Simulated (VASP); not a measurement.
# WC (F-43m) in VASP: notebook, part 2 of 2

VASP 6.6.1. The steps go on from the part before.

## (4) Relaxation of cell and atoms, PBE

This run uses another cell than the first one, of 16.36 Å³/atom, 1.341 times its volume.

INCAR reads:

```
PREC = Accurate ; ENCUT = 600
EDIFF = 1E-7 ; ISMEAR = 0
SIGMA = 0.2 ; LREAL = F
LASPH = T ; NELM = 120
ALGO = Normal ; ISIF = 3
LWAVE = F ; LCHARG = F
GGA = PE ; IBRION = 2
NSW = 36 ; EDIFFG = -0.08
GGA_COMPAT = F ; NELMIN = 4
```

KPOINTS reads:

```
regular mesh
0
Gamma
  7 7 7
```

POSCAR reads:

```
WC
1.0
    0.0000000000      2.5388475600      2.5388475600
    2.5388475600      0.0000000000      2.5388475600
    2.5388475600      2.5388475600      0.0000000000
W C
1 1
Direct
    0.7500000000      0.7500000000      0.7500000000
    0.0000000000      0.0000000000      0.0000000000
```

Potentials or basis: VASP PAW PBE potentials, release 64 (W_sv, C).

Started as:

```
> cat potpaw_PBE.64/W_sv/POTCAR potpaw_PBE.64/C/POTCAR > POTCAR
> mpirun -np 1 vasp_std > vasp.out
```

OUTCAR:

```text
PREC = Accurate
   ENCUT = 600
   EDIFF = 1E-7
   ISMEAR = 0
   LREAL = F
   LASPH = T
   NELM = 120
   ISIF = 3
   GGA = PE
   IBRION = 2
   NSW = 36
   EDIFFG = -0.08
   NELMIN = 4

 ion  position               nearest neighbor table
   1  0.750  0.750  0.750-   2 2.20   2 2.20   2 2.20   2 2.20
   2  0.000  0.000  0.000-   1 2.20   1 2.20   1 2.20   1 2.20

  LATTYP: Found a face centered cubic cell.
 ALAT       =     5.0776951200

  Lattice vectors:

 A1 = (   0.0000000000,   2.5388475600,   2.5388475600)
 A2 = (   2.5388475600,   0.0000000000,   2.5388475600)
 A3 = (   2.5388475600,   2.5388475600,   0.0000000000)

Analysis of symmetry for initial positions (statically):
=====================================================================
 Subroutine PRICEL returns:
 Original cell was already a primitive cell.

 Routine SETGRP: Setting up the symmetry group for a
 face centered cubic supercell.

 Subroutine GETGRP returns: Found 24 space group operations
 (whereof 24 operations were pure point group operations)
 out of a pool of 48 trial point group operations.

The static configuration has the point symmetry T_d .

Analysis of symmetry for dynamics (positions and initial velocities):
=====================================================================
 Subroutine PRICEL returns:
 Original cell was already a primitive cell.

 Routine SETGRP: Setting up the symmetry group for a
 face centered cubic supercell.

 Subroutine GETGRP returns: Found 24 space group operations
 (whereof 24 operations were pure point group operations)
 out of a pool of 48 trial point group operations.

The dynamic configuration has the point symmetry T_d .

 Subroutine INISYM returns: Found 24 space group operations
 (whereof 24 operations are pure point group operations),
 and found     1 'primitive' translations

----------------------------------------------------------------------------------------

                                     Primitive cell

  volume of cell :      32.7295

  direct lattice vectors                    reciprocal lattice vectors
     0.000000000  2.538847560  2.538847560    -0.196939749  0.196939749  0.196939749
     2.538847560  0.000000000  2.538847560     0.196939749 -0.196939749  0.196939749
     2.538847560  2.538847560  0.000000000     0.196939749  0.196939749 -0.196939749

  length of vectors
     3.590472652  3.590472652  3.590472652     0.341109650  0.341109650  0.341109650

  position of ions in fractional coordinates (direct lattice)
     0.750000000  0.750000000  0.750000000
     0.000000000  0.000000000  0.000000000

  ion indices of the primitive-cell ions
   primitive index   ion index
                 1           1
                 2           2

----------------------------------------------------------------------------------------

 KPOINTS: regular mesh

Automatic generation of k-mesh.
 Grid dimensions read from file:
 generate k-points for:    7    7    7

 Generating k-lattice:

[... 38 lines left out ...]
   k-points           NKPTS =     20   k-points in BZ     NKDIM =     20   number of bands    NBANDS=     13
   number of dos      NEDOS =    301   number of ions     NIONS =      2
   total plane-waves  NPLWV =  27000
   dimension x,y,z NGX =    30 NGY =   30 NGZ =   30
   dimension x,y,z NGXF=    60 NGYF=   60 NGZF=   60
   ions per type =               1   1
   NGX,Y,Z   is equivalent  to a cutoff of  13.89, 13.89, 13.89 a.u.
   NGXF,Y,Z  is equivalent  to a cutoff of  27.78, 27.78, 27.78 a.u.
 SYSTEM =  unknown system
   PREC   = accura    normal or accurate (medium, high low for compatibility)
   ISTART =      0    job   : 0-new  1-cont  2-samecut
   ICHARG =      2    charge: 1-file 2-atom 10-const
   ISPIN  =      1    spin polarized calculation?
   LNONCOLLINEAR =      F non collinear calculations
   LSORBIT =      F    spin-orbit coupling
   LASPH  =      T    aspherical Exc in radial PAW
   ENCUT  =  600.0 eV  44.10 Ry    6.64 a.u.   7.17  7.17  7.17*2*pi/ulx,y,z
   NELM   =    120;   NELMIN=  4; NELMDL= -5     # of ELM steps
   EDIFF  = 0.1E-06   stopping-criterion for ELM
   LREAL  =      F    real-space projection
   EDIFFG = -.8E-01   stopping-criterion for IOM
   NSW    =     36    number of steps for IOM
   IBRION =      2    ionic relax: 0-MD 1-quasi-New 2-CG
   NFREE  =      1    steps in history (QN), initial steepest desc. (CG)
   ISIF   =      3    stress and relaxation
   ISYM   =      2    0-nonsym 1-usesym 2-fastsym
   POTIM  = 0.5000    time-step for ionic-motion
   TEBEG  =    0.0;   TEEND  =   0.0 temperature during run
   PSTRESS=    0.0 pullay stress
   NELECT =      18.0000    total number of electrons
   NUPDOWN=      -1.0000    fix difference up-down
   EMIN   =  10.00;   EMAX   =-10.00  energy-range for DOS
   EFERMI =   0.00;   METHOD = LEGACY
   ISMEAR =     0;   SIGMA  =   0.20  broadening in eV -4-tet -1-fermi 0-gaus
   EFERMI_NEDOS =   21; number of points for ismear=-14 and -15
   IALGO  =     38    algorithm
   IMIX   =      4    mixing-type and parameters
     AMIX     =   0.40;   BMIX     =  1.00
     AMIX_MAG =   1.60;   BMIX_MAG =  1.00
  volume/ion in A,a.u.               =      16.36       110.43
  Fermi-wavevector in a.u.,A,eV,Ry     =   1.341279  2.534649 24.477271  1.799029
  Thomas-Fermi vector in A             =   2.469525
   LORBIT       =      0    0 simple, 1 ext, 2 COOP (PROOUT), +10 PAW based schemes
   GGA     = PE    functional components
   LHFCALC =     F    Hartree Fock is set to
   AEXX    =    0.0000 exact exchange contribution
   IVDW    =     0    specifies the selected vdW correction
   LEPSILON=     F    determine dielectric tensor
   LRPA    =     F    only Hartree local field effects (RPA)
 conjugate gradient relaxation of ions
 non-spin polarized calculation
 Gauss-broadening in eV      SIGMA  =   0.20
  energy-cutoff  :      600.00
  volume of cell :       32.73
 maximum number of plane-waves:      1110
 NGX is ok and might be reduce to    30
   NGX = 15   NGY = 15   NGZ = 15

--------------------------------------- Ionic step        1  -------------------------------------------

 number of electron      18.0000002 magnetization

 Free energy of the ion-electron system (eV)
  ---------------------------------------------------
  ext. energy  EPLUGINS =         0.00000000
  ---------------------------------------------------
  free energy    TOTEN  =       -20.15440370 eV

  energy without entropy =      -20.12217670  energy(sigma->0) =      -20.13829020

------------------------ aborting loop because EDIFF is reached ----------------------------------------

  FORCE on cell =-STRESS in cart. coord.  units (eV):
  Direction    XX          YY          ZZ          XY          YZ          ZX
  --------------------------------------------------------------------------------------
  -------------------------------------------------------------------------------------
  Total       -7.5763696     -7.5763696     -7.5763696      0.0000000      0.0000000      0.0000000
  in kB     -370.8786742   -370.8786742   -370.8786742      0.0000000      0.0000000      0.0000000
  external PRESSURE =    -370.8786742 kB  Pullay stress =       0.0000000 kB
[... 23 lines left out ...]
--------------------------------------- Ionic step        2  -------------------------------------------

 number of electron      18.0000000 magnetization

 E-fermi :  14.2567     XC(G=0): -14.3823

 val. band max:       14.1602402549   @ k =   0.0000   0.0000   0.0000
 cond. band min:      14.3880638008   @ k =  -0.1429   0.1429   0.0000
 fundamental gap:      0.2278235459
 Fermi energy:        14.2566907423

 k-point     1 :       0.0000    0.0000    0.0000
  band No.  band energies     occupation
      1     -60.1218      2.00000
      2     -24.3210      2.00000
      3     -24.3210      2.00000
      4     -24.3210      2.00000
      5      -2.0718      2.00000
      6       5.9908      2.00000
      7       5.9908      2.00000
      8       5.9908      2.00000
      9      14.1602      1.50477
     10      14.1602      1.50477
     11      17.8971      0.00000
     12      23.6628      0.00000
     13      23.6628      0.00000
[... 409 lines left out ...]
--------------------------------------- Ionic step        5  -------------------------------------------

 number of electron      18.0000001 magnetization

 Free energy of the ion-electron system (eV)
  ---------------------------------------------------
  ext. energy  EPLUGINS =         0.00000000
  ---------------------------------------------------
  free energy    TOTEN  =       -21.11055557 eV

  energy without entropy =      -21.09322848  energy(sigma->0) =      -21.10189202

 E-fermi :   8.8209     XC(G=0): -12.3095

 val. band max:        8.8070160682   @ k =   0.0000   0.0000   0.0000
 cond. band min:       8.9100419477   @ k =  -0.4286   0.1429   0.0000
 fundamental gap:      0.1030258795
 Fermi energy:         8.8208800527

 k-point     1 :       0.0000    0.0000    0.0000
  band No.  band energies     occupation
      1     -65.9180      2.00000
      2     -30.0481      2.00000
      3     -30.0481      2.00000
      4     -30.0481      2.00000
      5      -4.8696      2.00000
      6       3.2293      2.00000
      7       3.2293      2.00000
      8       3.2293      2.00000
      9       8.8070      1.07810
     10       8.8070      1.07809
     11      11.5074      0.00000
     12      16.3790      0.00000
     13      16.3790      0.00000
[... 331 lines left out ...]
  FREE ENERGIE OF THE ION-ELECTRON SYSTEM (eV)
  ---------------------------------------------------
  free  energy   TOTEN  =       -21.1105555713 eV

  energy  without entropy=      -21.0932284777  energy(sigma->0) =      -21.10189202

 reached required accuracy - stopping structural energy minimisation
```

OSZICAR:

```text
N       E                     dE             d eps       ncg     rms          rms(c)
DAV:   1     0.141432956134E+03    0.14143E+03   -0.12152E+04   520   0.162E+03
DAV:   2    -0.175319680796E+02   -0.15896E+03   -0.15467E+03   570   0.402E+02
DAV:   3    -0.238121019192E+02   -0.62801E+01   -0.61186E+01   674   0.697E+01
[... 53 lines left out ...]
DAV:   4    -0.211105471612E+02    0.17823E-03   -0.57118E-04   540   0.264E-01    0.129E-01
DAV:   5    -0.211105561972E+02   -0.90361E-05   -0.57332E-05   555   0.878E-02    0.117E-02
DAV:   6    -0.211105559788E+02    0.21842E-06   -0.51619E-06   626   0.183E-02    0.199E-03
DAV:   7    -0.211105555936E+02    0.38517E-06   -0.19160E-07   462   0.442E-03    0.381E-04
DAV:   8    -0.211105555713E+02    0.22338E-07   -0.20018E-08   265   0.158E-03
   5 F= -.21110556E+02 E0= -.21101892E+02  d E =-.956152E+00
```

Wall time 30 s (1 thread of AMD EPYC 9R45 (Zen 5), shared host); peak memory 0.16 GiB.

What came out:

```yaml
Free_energy: -21.1106 eV
Relaxed_volume: 12.99 Å³/atom
Relaxed_cell: a = 3.325 Å, b = 3.325 Å, c = 3.325 Å, α = 60.00°, β = 60.00°, γ = 60.00°
Space_group_after_relaxing_to_0.05_Å: F-43m (No. 216)
Energy_gained_by_relaxing: 478.1 meV/atom
Ionic_steps: 5
Pressure_after_relaxing: 0.1 GPa
Band_gap_on_the_k_mesh: zero (band 9 reaches 9.45 eV, above the bottom of band 10 at 8.41 eV)
```

The path:
```csv
step,energy change (eV),largest force (eV/Å),pressure (GPa),volume (Å³)
1,0.0000,0.0000,-37.09,32.73
2,2.9333,0.0000,209.98,17.86
3,-0.9408,0.0000,-6.72,26.70
4,-0.9541,0.0000,-2.55,26.25
5,-0.9562,0.0000,0.05,25.98
```

Final structure:
```
CELL_PARAMETERS angstrom
0.00000 2.35084 2.35084
2.35084 0.00000 2.35084
2.35084 2.35084 0.00000
ATOMIC_POSITIONS crystal
W 0.75000 0.75000 0.75000
C 0.00000 0.00000 0.00000
```

Caveat: the volume moved by over 15 % at a fixed basis, so the end points are rough; spin-orbit coupling is left out, which moves the levels of the heavy elements.

## (5) Relaxation of cell and atoms, PBE

This run uses another cell than the first one, of 16.89 Å³/atom, 1.384 times its volume.

INCAR reads:

```
ALGO = Normal ; EDIFF = 1E-7
EDIFFG = -0.08 ; ENCUT = 600
GGA = PE ; GGA_COMPAT = F
IBRION = 2 ; ISIF = 3
ISMEAR = 0 ; LASPH = T
LCHARG = F ; LREAL = F
LWAVE = F ; NELM = 120
NELMIN = 4 ; NSW = 36
PREC = Accurate ; SIGMA = 0.2
```

KPOINTS reads:

```
k-points
0
Gamma
  7 7 7
```

POSCAR reads:

```
WC
1.0
    0.0000000000      2.5656024600      2.5656024600
    2.5656024600      0.0000000000      2.5656024600
    2.5656024600      2.5656024600      0.0000000000
W C
1 1
Direct
    0.2500000000      0.2500000000      0.2500000000
    0.0000000000      0.0000000000      0.0000000000
```

Started as:

```
> cat potpaw_PBE.64/W_sv/POTCAR potpaw_PBE.64/C/POTCAR > POTCAR
> mpirun -np 1 vasp_std > vasp.out
```

Run time: 30 s. Hardware: 1 thread of AMD EPYC 9R45 (Zen 5), shared host; peak memory 0.16 GiB.

It converged, with:

| Property | Result |
| --- | --- |
| Free energy | -21.1113 eV |
| Relaxed volume | 12.99 Å³/atom |
| Relaxed cell | a = 3.324 Å, b = 3.324 Å, c = 3.324 Å, α = 60.00°, β = 60.00°, γ = 60.00° |
| Space group after relaxing (to 0.05 Å) | F-43m (No. 216) |
| Energy gained by relaxing | 603.0 meV/atom |
| Ionic steps | 5 |
| Pressure after relaxing | 0.1 GPa |
| Band gap on the k mesh | zero (band 9 reaches 9.45 eV, above the bottom of band 10 at 8.41 eV) |

Step by step:
| step | energy change (eV) | largest force (eV/Å) | pressure (GPa) | volume (Å³) |
| --- | --- | --- | --- | --- |
| 1 | 0.0000 | 0.0000 | -39.36 | 33.78 |
| 2 | 3.5062 | 0.0000 | 243.99 | 17.28 |
| 3 | -1.1836 | 0.0000 | -8.05 | 26.86 |
| 4 | -1.2026 | 0.0000 | -3.28 | 26.32 |
| 5 | -1.2061 | 0.0000 | 0.08 | 25.98 |

Final structure:
```yaml
crystal:
  lattice:
    - [0.00000, 2.35076, 2.35076]
    - [2.35076, 0.00000, 2.35076]
    - [2.35076, 2.35076, 0.00000]
  atoms:
    - { symbol: W, position: [0.25000, 0.25000, 0.25000] }
    - { symbol: C, position: [0.00000, 0.00000, 0.00000] }
```

Levels at points of the mesh, in eV from the Fermi level:
```
           k point  band 7  band 8  band 9  band 10  band 11  band 12
(0.00, 0.00, 0.00)   -5.59   -5.59   -0.01    -0.01     2.69     7.56
```

Caveat: the volume moved by over 15 % at a fixed basis, so the end points are rough; spin-orbit coupling is left out, which moves the levels of the heavy elements.

## (6) The runs side by side

```csv
cell,k mesh,gap on the mesh (eV),pressure (GPa),relaxed volume (Å³/atom)
"relaxed from a = 3.256 Å, angles 60.0°, 2 atoms",7 × 7 × 7,none,-0.8,-
"relaxed from a = 3.774 Å, angles 60.0°, 2 atoms",6 × 6 × 6,none,0.2,13.00
"relaxed from a = 3.590 Å, angles 60.0°, 2 atoms",7 × 7 × 7,none,0.1,12.99
"relaxed from a = 3.628 Å, angles 60.0°, 2 atoms",7 × 7 × 7,none,0.1,12.99
```

Alike in all rows: task relaxation of cell and atoms; level PBE; potentials or basis VASP PAW PBE potentials, release 64 (W_sv, C); no spin polarisation; cutoff (eV) 600; smearing gaussian 0.2 eV.

Caveats: spin-orbit coupling is left out, which moves the levels of the heavy elements; the volume moved by over 15 % at a fixed basis, so the end points are rough (some runs).

Total energies depend on the potentials used, so only differences within one code and one set of settings carry meaning.
